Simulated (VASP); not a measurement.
Write the native input for VASP 6.6.1 that does the following.

```yaml
Task: single point
Functional: r2SCAN
Potentials_or_basis: VASP PAW PBE potentials, release 64 (Na_pv, Cl)
Cutoff: 550 eV
k_mesh: 4 × 4 × 4
Occupations: gaussian, width 0.04 eV
Spin: no spin polarisation
Dipole_correction: no
Further_INCAR_settings: ALGO = Normal; EDIFF = 1e-06; NBANDS = 14
```

The system is NaCl.

```
Na Cl
1.0
     0.00000    2.79406    2.79406
     2.79406    0.00000    2.79406
     2.79406    2.79406    0.00000
Na Cl
1 1
Direct
  0.00000 0.00000 0.00000
  0.50000 0.50000 0.50000
```

These files were run (other wordings do the same):

POSCAR

```
NaCl
1.0
    0.0000000000      2.7940632177      2.7940632177
    2.7940632177      0.0000000000      2.7940632177
    2.7940632177      2.7940632177      0.0000000000
Na Cl
1 1
Direct
    0.0000000000      0.0000000000      0.0000000000
    0.5000000000      0.5000000000      0.5000000000
```

INCAR.step1

```
PREC = Accurate ; ENCUT = 550
ISMEAR = 0 ; SIGMA = 0.04
LREAL = False ; LASPH = True
NELM = 120 ; NBANDS = 14
GGA = PE ; ALGO = Normal
EDIFF = 1E-5 ; LWAVE = True
LCHARG = False ; GGA_COMPAT = False
```

INCAR.step2

```
PREC = Accurate ; ENCUT = 550
EDIFF = 1E-6 ; ISMEAR = 0
SIGMA = 0.04 ; LREAL = False
LASPH = True ; NELM = 120
ALGO = Normal ; ISIF = 2
LWAVE = False ; LCHARG = False
METAGGA = R2SCAN ; LMIXTAU = True
NBANDS = 14 ; ISTART = 1
GGA_COMPAT = False
```

KPOINTS

```
Automatic mesh
0
Gamma
  4 4 4
```

Potentials or basis: VASP PAW PBE potentials, release 64 (Na_pv, Cl).

Run with:

```bash
$ cat potpaw_PBE.64/Na_pv/POTCAR potpaw_PBE.64/Cl/POTCAR > POTCAR
$ cp INCAR.step1 INCAR
$ mpirun -np 1 vasp_std > vasp.out
$ cp INCAR.step2 INCAR
$ mpirun -np 1 vasp_std > vasp.out
```

Results of the run:

| Quantity | Value |
| --- | --- |
| Pressure | 0.2 GPa |
| Band gap on the k mesh | 6.04 eV |

Caveat: the k points lie up to 0.49 Å⁻¹ apart; the PAW data sets were made with another functional, which shifts forces and pressure a little.

It took 24 s on 1 thread of Intel Xeon 8259CL, with other jobs on the host, peak memory 0.16 GiB.
